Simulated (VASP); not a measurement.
# Tc12Au in VASP: notebook

Runs on Tc12Au. Level: PBE+D3(BJ). Tasks: single point.

Everything below comes from runs of VASP 6.6.1. Logs are shortened: lines on timing, memory, paths and dates and some standing lists are left out, and cuts for length are marked.

### Step 1. The cell of the first run

The cell holds a slab with vacuum, 13 atoms: a = 5.480 Å, b = 5.480 Å, c = 15.395 Å, α = 90.00°, β = 90.00°, γ = 60.00°.

### Step 2. Single point, PBE+D3(BJ)

Contents of INCAR:

```
PREC = Accurate
ENCUT = 520
EDIFF = 1E-6
ISMEAR = -1
SIGMA = 0.05
LREAL = F
LASPH = T
NELM = 60
ALGO = Normal
ISIF = 2
LWAVE = F
LCHARG = F
GGA = PE
IVDW = 12
NBANDS = 96
```

Contents of KPOINTS:

```
regular mesh
0
Gamma
  4 4 1
```

Contents of POSCAR:

```
Tc12Au
1.0
    5.4800000000      0.0000000000      0.0000000000
    2.7400000000      4.7458190000      0.0000000000
    0.0000000000      0.0000000000     15.3949600000
Tc Au
12 1
Direct
    0.0000000000      0.0000000000      0.0649563234
    0.5000000000      0.0000000000      0.0649563234
   -0.0000000527      0.5000001054      0.0649563234
    0.4999999473      0.5000001054      0.0649563234
   -0.1662156732      0.3324313464      0.2002535895
    0.3322131544      0.3355736913      0.2026081263
   -0.1693113788      0.8359147283      0.2018445647
    0.3333968329      0.8359147283      0.2018445647
    0.0006220212     -0.0012440424      0.3399036438
    0.4953986867      0.0092026266      0.3406016644
   -0.0136106670      0.5081443266      0.3387498896
    0.5054663403      0.5081443266      0.3387499545
    0.3039429022      0.3921141957      0.4814704942
```

Potentials or basis: VASP PAW PBE potentials, release 64 (Tc_pv, Au).

Run with:

```console
$ cat potpaw_PBE.64/Tc_pv/POTCAR potpaw_PBE.64/Au/POTCAR > POTCAR
$ mpirun -np 1 vasp_std > vasp.out
```

OUTCAR:

```text
PREC = Accurate
   ENCUT = 520
   EDIFF = 1E-6
   ISMEAR = -1
   LREAL = F
   LASPH = T
   NELM = 60
   ISIF = 2
   GGA = PE
   IVDW = 12
 IVDW          = 12

 ion  position               nearest neighbor table
   1  0.000  0.000  0.065-   5 2.61   7 2.64   8 2.64   4 2.74   3 2.74   2 2.74   2 2.74   3 2.74
                             4 2.74
   2  0.500  0.000  0.065-   8 2.63   7 2.63   6 2.65   3 2.74   4 2.74   1 2.74   1 2.74   4 2.74
                             3 2.74
   3  1.000  0.500  0.065-   5 2.62   6 2.64   7 2.64   2 2.74   1 2.74   4 2.74   4 2.74   1 2.74
                             2 2.74
   4  0.500  0.500  0.065-   5 2.62   6 2.64   8 2.64   1 2.74   2 2.74   3 2.74   3 2.74   2 2.74
                             1 2.74
   5  0.834  0.332  0.200-   1 2.61   3 2.62   4 2.62  11 2.64  12 2.64   9 2.67   7 2.73   8 2.73
                             6 2.74   6 2.74   8 2.75   7 2.75
   6  0.332  0.336  0.203-  10 2.63   4 2.64   3 2.64   2 2.65  11 2.66  12 2.66   8 2.73   7 2.73
                             5 2.74   5 2.74   7 2.75   8 2.75
   7  0.831  0.836  0.202-  11 2.62   2 2.63   1 2.64   3 2.64   9 2.65  10 2.66   8 2.73   5 2.73
                             6 2.73   6 2.75   5 2.75   8 2.75
   8  0.333  0.836  0.202-  12 2.62   2 2.63   1 2.64   4 2.64   9 2.65  10 2.66   7 2.73   5 2.73
                             6 2.73   6 2.75   5 2.75   7 2.75
   9  0.001  0.999  0.340-   7 2.65   8 2.65   5 2.67  12 2.73  11 2.73  10 2.74  10 2.74  12 2.75
                            11 2.75
  10  0.495  0.009  0.341-   6 2.63   8 2.66   7 2.66  12 2.72  11 2.72   9 2.74   9 2.74  12 2.76
                            11 2.76  13 2.83
  11  0.986  0.508  0.339-   7 2.62  12 2.64   5 2.64   6 2.66  13 2.67  10 2.72   9 2.73   9 2.75
                            10 2.76  12 2.84
  12  0.505  0.508  0.339-   8 2.62  11 2.64   5 2.64   6 2.66  13 2.67  10 2.72   9 2.73   9 2.75
                            10 2.76  11 2.84
  13  0.304  0.392  0.481-  12 2.67  11 2.67  10 2.83

  LATTYP: Found a hexagonal cell.
 ALAT       =     5.4799998158
 C/A-ratio  =     2.8092993645

  Lattice vectors:

 A1 = (  -2.7400000000,  -4.7458190000,   0.0000000000)
 A2 = (   5.4800000000,   0.0000000000,   0.0000000000)
 A3 = (   0.0000000000,   0.0000000000,  15.3949600000)

Analysis of symmetry for initial positions (statically):
=====================================================================
 Subroutine PRICEL returns:
 Original cell was already a primitive cell.

 Routine SETGRP: Setting up the symmetry group for a
 hexagonal supercell.

 Subroutine GETGRP returns: Found  2 space group operations
 (whereof  2 operations were pure point group operations)
 out of a pool of 24 trial point group operations.

The static configuration has the point symmetry C_1h.

Analysis of symmetry for dynamics (positions and initial velocities):
=====================================================================
 Subroutine PRICEL returns:
 Original cell was already a primitive cell.

 Routine SETGRP: Setting up the symmetry group for a
 hexagonal supercell.

 Subroutine GETGRP returns: Found  2 space group operations
 (whereof  2 operations were pure point group operations)
 out of a pool of 24 trial point group operations.

The dynamic configuration has the point symmetry C_1h.

 Subroutine INISYM returns: Found  2 space group operations
 (whereof  2 operations are pure point group operations),
 and found     1 'primitive' translations

----------------------------------------------------------------------------------------

                                     Primitive cell

  volume of cell :     400.3781

  direct lattice vectors                    reciprocal lattice vectors
     5.480000000  0.000000000  0.000000000     0.182481752 -0.105355893  0.000000000
     2.740000000  4.745819000  0.000000000     0.000000000  0.210711787  0.000000000
     0.000000000  0.000000000 15.394960000     0.000000000  0.000000000  0.064956323

  length of vectors
     5.480000000  5.479999816 15.394960000     0.210711779  0.210711787  0.064956323

[... 25 lines left out ...]
                 9           9
                10          10
                11          11
                12          12
                13          13

----------------------------------------------------------------------------------------

 KPOINTS: regular mesh

Automatic generation of k-mesh.
 Grid dimensions read from file:
 generate k-points for:    4    4    1

 Generating k-lattice:

  Cartesian coordinates                     Fractional coordinates (reciprocal lattice)
     0.045620438 -0.026338973  0.000000000     0.250000000  0.000000000  0.000000000
     0.000000000  0.052677947  0.000000000     0.000000000  0.250000000  0.000000000
     0.000000000  0.000000000  0.064956323     0.000000000  0.000000000  1.000000000

  Length of vectors
     0.052677945  0.052677947  0.064956323

  Shift w.r.t. Gamma in fractional coordinates (k-lattice)
     0.000000000  0.000000000  0.000000000

 Subroutine IBZKPT returns following result:
 ===========================================

 Found      7 irreducible k-points:

 Following reciprocal coordinates:
            Coordinates               Weight
  0.000000  0.000000  0.000000      1.000000
  0.250000  0.000000  0.000000      4.000000
  0.000000  0.250000  0.000000      2.000000
  0.500000  0.000000  0.000000      2.000000
  0.000000  0.500000  0.000000      1.000000
  0.500000  0.250000  0.000000      2.000000
  0.250000  0.500000  0.000000      4.000000
   k-points           NKPTS =      7   k-points in BZ     NKDIM =      7   number of bands    NBANDS=     96
   number of dos      NEDOS =    301   number of ions     NIONS =     13
   total plane-waves  NPLWV = 211680
   dimension x,y,z NGX =    42 NGY =   42 NGZ =  120
   dimension x,y,z NGXF=    84 NGYF=   84 NGZF=  240
   ions per type =              12   1
   NGX,Y,Z   is equivalent  to a cutoff of  12.74, 12.74, 12.96 a.u.
   NGXF,Y,Z  is equivalent  to a cutoff of  25.48, 25.48, 25.92 a.u.
 SYSTEM =  unknown system
   PREC   = accura    normal or accurate (medium, high low for compatibility)
   ISTART =      0    job   : 0-new  1-cont  2-samecut
   ICHARG =      2    charge: 1-file 2-atom 10-const
   ISPIN  =      1    spin polarized calculation?
   LNONCOLLINEAR =      F non collinear calculations
   LSORBIT =      F    spin-orbit coupling
   LASPH  =      T    aspherical Exc in radial PAW
   ENCUT  =  520.0 eV  38.22 Ry    6.18 a.u.  10.19 10.19 28.62*2*pi/ulx,y,z
   NELM   =     60;   NELMIN=  2; NELMDL= -5     # of ELM steps
   EDIFF  = 0.1E-05   stopping-criterion for ELM
   LREAL  =      F    real-space projection
[... 7 lines left out ...]
   TEBEG  =    0.0;   TEEND  =   0.0 temperature during run
   PSTRESS=    0.0 pullay stress
   NELECT =     167.0000    total number of electrons
   NUPDOWN=      -1.0000    fix difference up-down
   EMIN   =  10.00;   EMAX   =-10.00  energy-range for DOS
   EFERMI =   0.00;   METHOD = LEGACY
   ISMEAR =    -1;   SIGMA  =   0.05  broadening in eV -4-tet -1-fermi 0-gaus
   EFERMI_NEDOS =   21; number of points for ismear=-14 and -15
   IALGO  =     38    algorithm
   IMIX   =      4    mixing-type and parameters
     AMIX     =   0.40;   BMIX     =  1.00
     AMIX_MAG =   1.60;   BMIX_MAG =  1.00
  volume/ion in A,a.u.               =      30.80       207.84
  Fermi-wavevector in a.u.,A,eV,Ry     =   1.223180  2.311474 20.356605  1.496168
  Thomas-Fermi vector in A             =   2.358300
   LORBIT       =      0    0 simple, 1 ext, 2 COOP (PROOUT), +10 PAW based schemes
   GGA     = PE    functional components
   LHFCALC =     F    Hartree Fock is set to
   AEXX    =    0.0000 exact exchange contribution
   IVDW    =    12    specifies the selected vdW correction
   LEPSILON=     F    determine dielectric tensor
   LRPA    =     F    only Hartree local field effects (RPA)
 non-spin polarized calculation
  energy-cutoff  :      520.00
  volume of cell :      400.38
 maximum number of plane-waves:     10804
 NGX is ok and might be reduce to    42
   NGX = 21   NGY = 21   NGZ = 57

 number of electron     167.0000023 magnetization

 Free energy of the ion-electron system (eV)
  ---------------------------------------------------
  ext. energy  EPLUGINS =         0.00000000
  ---------------------------------------------------
  free energy    TOTEN  =      -119.51062014 eV

  energy without entropy =     -119.39063029  energy(sigma->0) =     -119.45062522

 E-fermi :   3.6062     XC(G=0):  -7.7728

 val. band max:        3.5814961952   @ k =   0.5000   0.2500   0.0000
 cond. band min:       3.6805650162   @ k =   0.0000   0.5000   0.0000
 fundamental gap:      0.0990688210
 Fermi energy:         3.6061887344

 k-point     1 :       0.0000    0.0000    0.0000
  band No.  band energies     occupation
      1     -35.9616      2.00000
      2     -35.9229      2.00000
      3     -35.9032      2.00000
      4     -35.9024      2.00000
      5     -35.8769      2.00000
      6     -35.8735      2.00000
[... 675 lines left out ...]
     94       5.1702      0.00000
     95       5.2402      0.00000
 [bands above 95 left out]

------------------------ aborting loop because EDIFF is reached ----------------------------------------

 Edisp (eV)   -5.65981

 E8    (eV) :    -2.7241

  FORCE on cell =-STRESS in cart. coord.  units (eV):
  Direction    XX          YY          ZZ          XY          YZ          ZX
  --------------------------------------------------------------------------------------
  -------------------------------------------------------------------------------------
  Total     -11.79818   -12.04512    -1.28547     0.00000    -1.08770     0.00000
  in kB     -47.21232   -48.20047    -5.14402     0.00000    -4.35259     0.00000
  external pressure =      -33.52 kB  Pullay stress =        0.00 kB

 VOLUME and BASIS-vectors are now :
 -----------------------------------------------------------------------------
  energy-cutoff  :      520.00
  volume of cell :      400.38
      direct lattice vectors                 reciprocal lattice vectors
     5.480000000  0.000000000  0.000000000     0.182481752 -0.105355893  0.000000000
     2.740000000  4.745819000  0.000000000     0.000000000  0.210711787  0.000000000
     0.000000000  0.000000000 15.394960000     0.000000000  0.000000000  0.064956323

 POSITION                                       TOTAL-FORCE (eV/Angst)
 -----------------------------------------------------------------------------------
      0.00000      0.00000      1.00000        -0.000000     -0.005092      0.008441
      2.74000      0.00000      1.00000        -0.000000      0.124848      0.052025
      6.85000      2.37291      1.00000         0.070158      0.026416      0.059545
      4.11000      2.37291      1.00000        -0.070158      0.026416      0.059545
      5.48000      1.57766      3.08290        -0.000000      0.009663      0.009653
      2.74000      1.59257      3.11914        -0.000000     -0.000690     -0.012495
      6.84258      3.96710      3.10739         0.001198     -0.006413     -0.006064
      4.11742      3.96710      3.10739        -0.001198     -0.006413     -0.006064
      2.74000      4.73991      5.23280        -0.000000      0.015071     -0.038503
      2.74000      0.04367      5.24355        -0.000000     -0.023058     -0.042752
      6.79773      2.41156      5.21504        -0.011622      0.003050     -0.031462
      4.16227      2.41156      5.21504         0.011622      0.003050     -0.031462
      2.74000      1.86090      7.41222        -0.000000     -0.166847     -0.020408
 -----------------------------------------------------------------------------------
    total drift:                               -0.001150     -0.000429     -0.000146

  FREE ENERGIE OF THE ION-ELECTRON SYSTEM (eV)
  ---------------------------------------------------
  free  energy   TOTEN  =      -125.1704330925 eV

  energy  without entropy=     -125.0504432400  energy(sigma->0) =     -125.11043817
```

Run time: 13 min. Hardware: 1 thread of Intel Xeon Platinum 8259CL at 2.50GHz (Skylake/Cascade Lake), shared host; peak memory 0.59 GiB.

Results:

- Free energy: -125.1704 eV
- Largest force: 0.168 eV/Å
- Band gap on the k mesh: zero (an odd number of electrons rules out a gap without spin polarisation)
- Dispersion energy per atom: -0.435 eV

Forces in eV/Å, atoms in the order of the input:
```
Tc   0.000 -0.005  0.008
Tc   0.000  0.125  0.052
Tc   0.070  0.026  0.060
Tc  -0.070  0.026  0.060
Tc   0.000  0.010  0.010
Tc   0.000 -0.001 -0.012
Tc   0.001 -0.006 -0.006
Tc  -0.001 -0.006 -0.006
Tc   0.000  0.015 -0.039
Tc   0.000 -0.023 -0.043
Tc  -0.012  0.003 -0.031
Tc   0.012  0.003 -0.031
Au   0.000 -0.167 -0.020
```

Levels at points of the mesh, in eV from the Fermi level:
```csv
k point,band 82,band 83,band 84,band 85,band 86,band 87,band 88,band 89,band 90,band 91
"(0.00, 0.00, 0.00)",0.38,0.49,0.65,0.68,0.79,1.29,1.32,1.38,1.70,1.72
"(0.50, 0.00, 0.00)",-0.39,-0.35,-0.35,-0.32,-0.17,0.07,0.41,0.57,0.60,0.65
"(0.00, 0.50, 0.00)",-0.37,-0.35,-0.34,-0.32,-0.25,0.07,0.47,0.53,0.58,0.66
```

Caveat: spin-orbit coupling is left out, which moves the levels of the heavy elements.

(Part 1 of 2 ends here.)
